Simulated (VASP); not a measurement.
# NbRu3C (Pm-3m) in VASP: a series of runs

Runs on NbRu3C. Level: PBE. Tasks: single point, relaxation of cell and atoms.

Everything below comes from runs of VASP 6.6.1. Logs are shortened: lines on timing, memory, paths and dates and some standing lists are left out, and cuts for length are marked.

## Step 1: The cell of the first run

Symmetry: Pm-3m, No. 221, cubic system. The conventional cell has a = 4.065 Å, b = 4.065 Å, c = 4.065 Å, α = 90.00°, β = 90.00°, γ = 90.00°. Nb (site symmetry m-3m) has 12 Ru at 2.87 Å and 8 C at 3.52 Å within 3.8 Å. Within 2.7 Å of Ru (site symmetry 4/mmm) lie 2 C at 2.03 Å. C (site symmetry m-3m) has 6 Ru at 2.03 Å within 2.7 Å.

## Step 2: Single point, PBE

The input, INCAR:

```
SYSTEM = NbRu3C
ALGO     = Normal         ! electronic algorithm
EDIFF    = 1E-6           ! SCF threshold, eV
ENCUT    = 520            ! plane-wave cutoff, eV
GGA      = PE             ! functional
ISIF     = 2              ! what is computed and relaxed
ISMEAR   = 0              ! smearing method
LASPH    = .TRUE.         ! aspherical terms in the spheres
LCHARG   = .TRUE.         ! write CHGCAR
LELF     = .TRUE.         ! ELF
LREAL    = .FALSE.        ! projectors in reciprocal space
LVHAR    = .TRUE.       
LWAVE    = .FALSE.        ! write WAVECAR
NBANDS   = 38             ! bands
NELM     = 60             ! most SCF steps
PREC     = Accurate       ! precision mode
SIGMA    = 0.1            ! smearing width, eV
```

The input, KPOINTS:

```
k-points
0
G
  4 4 4
  0 0 0
```

The input, POSCAR:

```
NbRu3C
1.0
    4.0651380000      0.0000000000      0.0000000000
    0.0000000000      4.0651380000      0.0000000000
    0.0000000000      0.0000000000      4.0651380000
Nb Ru C
1 3 1
Direct
    0.0000000000      0.0000000000      0.0000000000
    0.0000000000      0.5000000000      0.5000000000
    0.5000000000      0.0000000000      0.5000000000
    0.5000000000      0.5000000000      0.0000000000
    0.5000000000      0.5000000000      0.5000000000
```

Potentials or basis: VASP PAW PBE potentials, release 64 (Nb_sv, Ru_pv, C).

Started as:

```bash
$ cat potpaw_PBE.64/Nb_sv/POTCAR potpaw_PBE.64/Ru_pv/POTCAR potpaw_PBE.64/C/POTCAR > POTCAR
$ mpirun -np 1 vasp_std > vasp.out
```

OUTCAR:

```text
SYSTEM = NbRu3C
   EDIFF = 1E-6
   ENCUT = 520
   GGA = PE
   ISIF = 2
   ISMEAR = 0
   LASPH = .TRUE.
   LREAL = .FALSE.
   NELM = 60
   PREC = Accurate

 ion  position               nearest neighbor table
   1  0.000  0.000  0.000-   2 2.87   3 2.87   4 2.87   2 2.87   3 2.87   2 2.87   4 2.87   2 2.87
                             3 2.87   4 2.87   3 2.87   4 2.87
   2  0.000  0.500  0.500-   5 2.03   5 2.03   4 2.87   1 2.87   1 2.87   4 2.87   1 2.87   3 2.87
                             1 2.87   3 2.87   4 2.87   3 2.87   4 2.87   3 2.87
   3  0.500  0.000  0.500-   5 2.03   5 2.03   4 2.87   1 2.87   1 2.87   4 2.87   2 2.87   4 2.87
                             2 2.87   4 2.87   1 2.87   2 2.87   1 2.87   2 2.87
   4  0.500  0.500  0.000-   5 2.03   5 2.03   3 2.87   1 2.87   2 2.87   3 2.87   2 2.87   1 2.87
                             3 2.87   3 2.87   1 2.87   2 2.87   2 2.87   1 2.87
   5  0.500  0.500  0.500-   2 2.03   3 2.03   4 2.03   4 2.03   3 2.03   2 2.03

  LATTYP: Found a simple cubic cell.
 ALAT       =     4.0651380000

  Lattice vectors:

 A1 = (   4.0651380000,   0.0000000000,   0.0000000000)
 A2 = (   0.0000000000,   4.0651380000,   0.0000000000)
 A3 = (   0.0000000000,   0.0000000000,   4.0651380000)

Analysis of symmetry for initial positions (statically):
=====================================================================
 Subroutine PRICEL returns:
 Original cell was already a primitive cell.

 Routine SETGRP: Setting up the symmetry group for a
 simple cubic supercell.

 Subroutine GETGRP returns: Found 48 space group operations
 (whereof 48 operations were pure point group operations)
 out of a pool of 48 trial point group operations.

The static configuration has the point symmetry O_h .

Analysis of symmetry for dynamics (positions and initial velocities):
=====================================================================
 Subroutine PRICEL returns:
 Original cell was already a primitive cell.

 Routine SETGRP: Setting up the symmetry group for a
 simple cubic supercell.

 Subroutine GETGRP returns: Found 48 space group operations
 (whereof 48 operations were pure point group operations)
 out of a pool of 48 trial point group operations.

The dynamic configuration has the point symmetry O_h .

 Subroutine INISYM returns: Found 48 space group operations
 (whereof 48 operations are pure point group operations),
 and found     1 'primitive' translations

----------------------------------------------------------------------------------------

                                     Primitive cell

  volume of cell :      67.1778

  direct lattice vectors                    reciprocal lattice vectors
     4.065138000  0.000000000  0.000000000     0.245994109  0.000000000  0.000000000
     0.000000000  4.065138000  0.000000000     0.000000000  0.245994109  0.000000000
     0.000000000  0.000000000  4.065138000     0.000000000  0.000000000  0.245994109

  length of vectors
     4.065138000  4.065138000  4.065138000     0.245994109  0.245994109  0.245994109

  position of ions in fractional coordinates (direct lattice)
     0.000000000  0.000000000  0.000000000
     0.000000000  0.500000000  0.500000000
     0.500000000  0.000000000  0.500000000
     0.500000000  0.500000000  0.000000000
     0.500000000  0.500000000  0.500000000

  ion indices of the primitive-cell ions
   primitive index   ion index
                 1           1
                 2           2
                 3           3
                 4           4
                 5           5

----------------------------------------------------------------------------------------

 KPOINTS: k-points

Automatic generation of k-mesh.
 Grid dimensions read from file:
 generate k-points for:    4    4    4

 Generating k-lattice:

  Cartesian coordinates                     Fractional coordinates (reciprocal lattice)
     0.061498527  0.000000000  0.000000000     0.250000000  0.000000000  0.000000000
     0.000000000  0.061498527  0.000000000     0.000000000  0.250000000  0.000000000
     0.000000000  0.000000000  0.061498527     0.000000000  0.000000000  0.250000000

  Length of vectors
     0.061498527  0.061498527  0.061498527

  Shift w.r.t. Gamma in fractional coordinates (k-lattice)
     0.000000000  0.000000000  0.000000000

 Subroutine IBZKPT returns following result:
 ===========================================

 Found     10 irreducible k-points:

 Following reciprocal coordinates:
            Coordinates               Weight
  0.000000  0.000000  0.000000      1.000000
  0.250000  0.000000  0.000000      6.000000
  0.500000  0.000000  0.000000      3.000000
  0.250000  0.250000  0.000000     12.000000
  0.500000  0.250000  0.000000     12.000000
  0.500000  0.500000  0.000000      3.000000
  0.250000  0.250000  0.250000      8.000000
  0.500000  0.250000  0.250000     12.000000
  0.500000  0.500000  0.250000      6.000000
  0.500000  0.500000  0.500000      1.000000
   k-points           NKPTS =     10   k-points in BZ     NKDIM =     10   number of bands    NBANDS=     38
   number of dos      NEDOS =    301   number of ions     NIONS =      5
   total plane-waves  NPLWV =  27000
   dimension x,y,z NGX =    30 NGY =   30 NGZ =   30
   dimension x,y,z NGXF=    60 NGYF=   60 NGZF=   60
   ions per type =               1   3   1
   NGX,Y,Z   is equivalent  to a cutoff of  12.27, 12.27, 12.27 a.u.
   NGXF,Y,Z  is equivalent  to a cutoff of  24.54, 24.54, 24.54 a.u.
 SYSTEM =  NbRu3C
   PREC   = accura    normal or accurate (medium, high low for compatibility)
   ISTART =      0    job   : 0-new  1-cont  2-samecut
   ICHARG =      2    charge: 1-file 2-atom 10-const
   ISPIN  =      1    spin polarized calculation?
   LNONCOLLINEAR =      F non collinear calculations
   LSORBIT =      F    spin-orbit coupling
   LASPH  =      T    aspherical Exc in radial PAW
   ENCUT  =  520.0 eV  38.22 Ry    6.18 a.u.   7.56  7.56  7.56*2*pi/ulx,y,z
   NELM   =     60;   NELMIN=  2; NELMDL= -5     # of ELM steps
   EDIFF  = 0.1E-05   stopping-criterion for ELM
   LREAL  =      F    real-space projection
   EDIFFG = 0.1E-04   stopping-criterion for IOM
   NSW    =      0    number of steps for IOM
   IBRION =     -1    ionic relax: 0-MD 1-quasi-New 2-CG
   NFREE  =      0    steps in history (QN), initial steepest desc. (CG)
   ISIF   =      2    stress and relaxation
   ISYM   =      2    0-nonsym 1-usesym 2-fastsym
   POTIM  = 0.5000    time-step for ionic-motion
   TEBEG  =    0.0;   TEEND  =   0.0 temperature during run
   PSTRESS=    0.0 pullay stress
   NELECT =      59.0000    total number of electrons
   NUPDOWN=      -1.0000    fix difference up-down
   EMIN   =  10.00;   EMAX   =-10.00  energy-range for DOS
   EFERMI =   0.00;   METHOD = LEGACY
   ISMEAR =     0;   SIGMA  =   0.10  broadening in eV -4-tet -1-fermi 0-gaus
   EFERMI_NEDOS =   21; number of points for ismear=-14 and -15
   IALGO  =     38    algorithm
   IMIX   =      4    mixing-type and parameters
     AMIX     =   0.40;   BMIX     =  1.00
     AMIX_MAG =   1.60;   BMIX_MAG =  1.00
  volume/ion in A,a.u.               =      13.44        90.67
  Fermi-wavevector in a.u.,A,eV,Ry     =   1.567774  2.962664 33.441981  2.457916
  Thomas-Fermi vector in A             =   2.669904
   LORBIT       =      0    0 simple, 1 ext, 2 COOP (PROOUT), +10 PAW based schemes
   GGA     = PE    functional components
   LHFCALC =     F    Hartree Fock is set to
   AEXX    =    0.0000 exact exchange contribution
   IVDW    =     0    specifies the selected vdW correction
   LEPSILON=     F    determine dielectric tensor
   LRPA    =     F    only Hartree local field effects (RPA)
 non-spin polarized calculation
 Gauss-broadening in eV      SIGMA  =   0.10
  energy-cutoff  :      520.00
  volume of cell :       67.18
 maximum number of plane-waves:      1856
   NGX = 15   NGY = 15   NGZ = 15

 number of electron      59.0000034 magnetization

 Free energy of the ion-electron system (eV)
  ---------------------------------------------------
  ext. energy  EPLUGINS =         0.00000000
  ---------------------------------------------------
  free energy    TOTEN  =       -47.35125191 eV

  energy without entropy =      -47.32996772  energy(sigma->0) =      -47.34060981

 E-fermi :  12.1135     XC(G=0): -13.3325

 val. band max:       12.0585808609   @ k =   0.2500   0.2500   0.0000
 cond. band min:      12.1220867847   @ k =   0.2500   0.0000   0.0000
 fundamental gap:      0.0635059238
 Fermi energy:        12.1135075934

 k-point     1 :       0.0000    0.0000    0.0000
  band No.  band energies     occupation
      1     -43.9255      2.00000
      2     -31.5590      2.00000
      3     -31.5590      2.00000
      4     -31.5590      2.00000
      5     -30.9132      2.00000
      6     -30.9132      2.00000
[... 30 lines left out ...]
     37      15.0335      0.00000
     38      17.2970      0.00000

 k-point     2 :       0.2500    0.0000    0.0000
  band No.  band energies     occupation
      1     -43.9257      2.00000
      2     -31.5436      2.00000
      3     -31.5436      2.00000
      4     -31.5318      2.00000
      5     -30.9436      2.00000
      6     -30.9291      2.00000
[... 30 lines left out ...]
     37      15.0059      0.00000
     38      16.8934      0.00000

 k-point     3 :       0.5000    0.0000    0.0000
  band No.  band energies     occupation
      1     -43.9258      2.00000
      2     -31.5275      2.00000
      3     -31.5275      2.00000
      4     -31.5015      2.00000
      5     -30.9771      2.00000
      6     -30.9460      2.00000
[... 30 lines left out ...]
     37      14.9835      0.00000
[... 207 lines left out ...]
 k-point     9 :       0.5000    0.5000    0.2500
  band No.  band energies     occupation
      1     -43.9241      2.00000
      2     -31.8051      2.00000
      3     -31.3796      2.00000
      4     -31.3066      2.00000
      5     -31.1076      2.00000
      6     -31.0639      2.00000
[... 30 lines left out ...]
     37      15.6213      0.00000
     38      16.5717      0.00000

 k-point    10 :       0.5000    0.5000    0.5000
  band No.  band energies     occupation
      1     -43.9232      2.00000
      2     -31.8758      2.00000
      3     -31.3064      2.00000
      4     -31.3064      2.00000
      5     -31.1122      2.00000
      6     -31.1122      2.00000
[... 30 lines left out ...]
     37      14.3575      0.00000
     38      17.4402      0.00000

------------------------ aborting loop because EDIFF is reached ----------------------------------------

  FORCE on cell =-STRESS in cart. coord.  units (eV):
  Direction    XX          YY          ZZ          XY          YZ          ZX
  --------------------------------------------------------------------------------------
  -------------------------------------------------------------------------------------
  Total       -1.4624301     -1.4624301     -1.4624301      0.0000000      0.0000000      0.0000000
  in kB      -34.8786628    -34.8786628    -34.8786628      0.0000000      0.0000000      0.0000000
  external PRESSURE =     -34.8786628 kB  Pullay stress =       0.0000000 kB

 VOLUME and BASIS-vectors are now :
 -----------------------------------------------------------------------------
  energy-cutoff  :      520.00
  volume of cell :       67.18
      direct lattice vectors                 reciprocal lattice vectors
     4.065138000  0.000000000  0.000000000     0.245994109  0.000000000  0.000000000
     0.000000000  4.065138000  0.000000000     0.000000000  0.245994109  0.000000000
     0.000000000  0.000000000  4.065138000     0.000000000  0.000000000  0.245994109

 POSITION                                       TOTAL-FORCE (eV/Angst)
 -----------------------------------------------------------------------------------
      0.00000      0.00000      0.00000         0.000000      0.000000      0.000000
      0.00000      2.03257      2.03257         0.000000      0.000000      0.000000
      2.03257      0.00000      2.03257         0.000000      0.000000      0.000000
      2.03257      2.03257      0.00000         0.000000      0.000000      0.000000
      2.03257      2.03257      2.03257         0.000000      0.000000      0.000000
 -----------------------------------------------------------------------------------
    total drift:                                0.000000      0.000000     -0.000000

  FREE ENERGIE OF THE ION-ELECTRON SYSTEM (eV)
  ---------------------------------------------------
  free  energy   TOTEN  =       -47.3512519095 eV

  energy  without entropy=      -47.3299677174  energy(sigma->0) =      -47.34060981
```

It took 50 s on 1 thread of Intel Xeon 8259CL, shared host; peak memory 0.18 GiB.

Results:

```yaml
Free_energy: -47.3513 eV
Pressure: -3.5 GPa
Band_gap_on_the_k_mesh: zero (an odd number of electrons rules out a gap without spin polarisation)
```

Levels at points of the mesh, in eV from the Fermi level:
```csv
k point,band 25,band 26,band 27,band 28,band 29,band 30,band 31,band 32,band 33,band 34
"(0.00, 0.00, 0.00)",-2.54,-2.54,-1.36,-1.36,0.63,0.67,0.67,0.67,1.84,1.84
"(0.50, 0.00, 0.00)",-1.94,-1.46,-1.38,-1.38,-0.73,-0.27,-0.27,0.56,0.68,0.92
"(0.50, 0.50, 0.00)",-2.79,-2.79,-2.36,-1.60,-1.23,-0.91,0.39,0.39,0.47,1.68
"(0.50, 0.50, 0.50)",-2.04,-2.04,0.21,0.21,0.21,0.43,0.43,0.43,1.19,1.19
```

Caveat: the k points lie up to 0.39 Å⁻¹ apart, too coarse for converged energies and pressures of a metal.

## Step 3: Single point, PBE

This run uses another cell than the first one, of 13.28 Å³/atom.

The input, INCAR:

```
PREC = Accurate
ENCUT = 520
EDIFF = 1E-7
ISMEAR = 0
SIGMA = 0.1
LREAL = F
LASPH = T
NELM = 80
ALGO = Normal
ISIF = 2
LWAVE = F
LCHARG = F
GGA = PE
NBANDS = 38
```

The input, KPOINTS:

```
regular mesh
0
Gamma
  10 10 10
```

POSCAR, as its differences from that of step 2:

```diff
@@ -2,5 +2,5 @@
 1.0
-    4.0651380000      0.0000000000      0.0000000000
-    0.0000000000      4.0651380000      0.0000000000
-    0.0000000000      0.0000000000      4.0651380000
+    4.0491486351      0.0000000000      0.0000000000
+    0.0000000000      4.0491486351      0.0000000000
+    0.0000000000      0.0000000000      4.0491486351
 Nb Ru C
```

Potentials or basis: VASP PAW PBE potentials, release 64 (Nb_sv, Ru_pv, C).

Started as:

```bash
$ cat potpaw_PBE.64/Nb_sv/POTCAR potpaw_PBE.64/Ru_pv/POTCAR potpaw_PBE.64/C/POTCAR > POTCAR
$ mpirun -np 1 vasp_std > vasp.out
```

It took 4 min on 1 thread of Intel Xeon 8259CL, shared host; peak memory 0.26 GiB.

The run converged. Its results:

* Free energy: -47.3470 eV
* Pressure: -0.1 GPa
* Band gap on the k mesh: zero (an odd number of electrons rules out a gap without spin polarisation)

Levels at points of the mesh, in eV from the Fermi level:
| k point | band 27 | band 28 | band 29 | band 30 | band 31 | band 32 |
| --- | --- | --- | --- | --- | --- | --- |
| (0.00, 0.00, 0.00) | -1.41 | -1.41 | 0.61 | 0.66 | 0.66 | 0.66 |
| (0.50, 0.00, 0.00) | -1.44 | -1.44 | -0.77 | -0.32 | -0.32 | 0.53 |
| (0.50, 0.50, 0.00) | -2.42 | -1.65 | -1.29 | -0.96 | 0.35 | 0.35 |
| (0.50, 0.50, 0.50) | 0.20 | 0.20 | 0.20 | 0.41 | 0.41 | 0.41 |

## Step 4: Relaxation of cell and atoms, PBE

The input, INCAR:

```
ALGO = Normal ; EDIFF = 1E-6
EDIFFG = -0.01 ; ENCUT = 600
GGA = PE ; IBRION = 2
ISIF = 3 ; ISMEAR = 0
LASPH = True ; LCHARG = False
LREAL = False ; LWAVE = False
NELM = 80 ; NSW = 100
PREC = Accurate ; SIGMA = 0.1
```

The input, KPOINTS:

```
k-points
0
Gamma
  10 10 10
```

POSCAR, as its differences from that of step 3:

```diff
@@ -2,5 +2,5 @@
 1.0
-    4.0491486351      0.0000000000      0.0000000000
-    0.0000000000      4.0491486351      0.0000000000
-    0.0000000000      0.0000000000      4.0491486351
+    4.0651380000      0.0000000000      0.0000000000
+    0.0000000000      4.0651380000      0.0000000000
+    0.0000000000      0.0000000000      4.0651380000
 Nb Ru C
```

Started as:

```bash
$ cat potpaw_PBE.64/Nb_sv/POTCAR potpaw_PBE.64/Ru_pv/POTCAR potpaw_PBE.64/C/POTCAR > POTCAR
$ mpirun -np 1 vasp_std > vasp.out
```

It took 8 min on 1 thread of Intel Xeon 8259CL, shared host; peak memory 0.29 GiB.

It converged, with:

```yaml
Free_energy: -47.3484 eV
Relaxed_volume: 13.27 Å³/atom
Relaxed_cell: a = 4.048 Å, b = 4.048 Å, c = 4.048 Å, α = 90.00°, β = 90.00°, γ = 90.00°
Space_group_after_relaxing_to_0.1_Å: Pm-3m (No. 221)
Energy_gained_by_relaxing: 1.8 meV/atom
Ionic_steps: 3
Pressure_after_relaxing: 0.0 GPa
Band_gap_on_the_k_mesh: zero (an odd number of electrons rules out a gap without spin polarisation)
```

Step by step:
```tsv
step	energy change (eV)	largest force (eV/Å)	pressure (GPa)	volume (Å³)
1	0.0000	0.0000	-3.46	67.18
2	0.0443	0.0000	9.08	64.39
3	-0.0092	0.0000	-0.03	66.35
```

Final structure:
```
Nb Ru C
1.0
     4.04830    0.00000    0.00000
     0.00000    4.04830    0.00000
     0.00000    0.00000    4.04830
Nb Ru C
1 3 1
Direct
  0.00000 0.00000 0.00000
  0.00000 0.50000 0.50000
  0.50000 0.00000 0.50000
  0.50000 0.50000 0.00000
  0.50000 0.50000 0.50000
```

Levels at points of the mesh, in eV from the Fermi level:
```csv
k point,band 25,band 26,band 27,band 28,band 29,band 30,band 31,band 32,band 33,band 34
"(0.00, 0.00, 0.00)",-2.61,-2.61,-1.41,-1.41,0.61,0.66,0.66,0.66,1.84,1.84
"(0.50, 0.00, 0.00)",-2.00,-1.52,-1.44,-1.44,-0.77,-0.32,-0.32,0.54,0.66,0.90
"(0.50, 0.50, 0.00)",-2.87,-2.87,-2.43,-1.65,-1.29,-0.96,0.35,0.35,0.43,1.69
"(0.50, 0.50, 0.50)",-2.11,-2.11,0.20,0.20,0.20,0.41,0.41,0.41,1.18,1.18
```

## Step 5: The runs side by side

```csv
task,cell,k mesh,cutoff (eV),gap on the mesh (eV),pressure (GPa)
single point,"a = 4.065 Å, 5 atoms",4 × 4 × 4,520,none,-3.5
single point,"a = 4.049 Å, 5 atoms",10 × 10 × 10,520,none,-0.1
relaxation of cell and atoms,"relaxed from a = 4.065 Å, 5 atoms",10 × 10 × 10,600,none,0.0
```

Alike in all rows: level PBE; potentials or basis VASP PAW PBE potentials, release 64 (Nb_sv, Ru_pv, C); no spin polarisation; smearing gaussian 0.1 eV.

Caveats: some runs use coarse meshes.

Absolute energies hang on the potentials; compare differences alone.
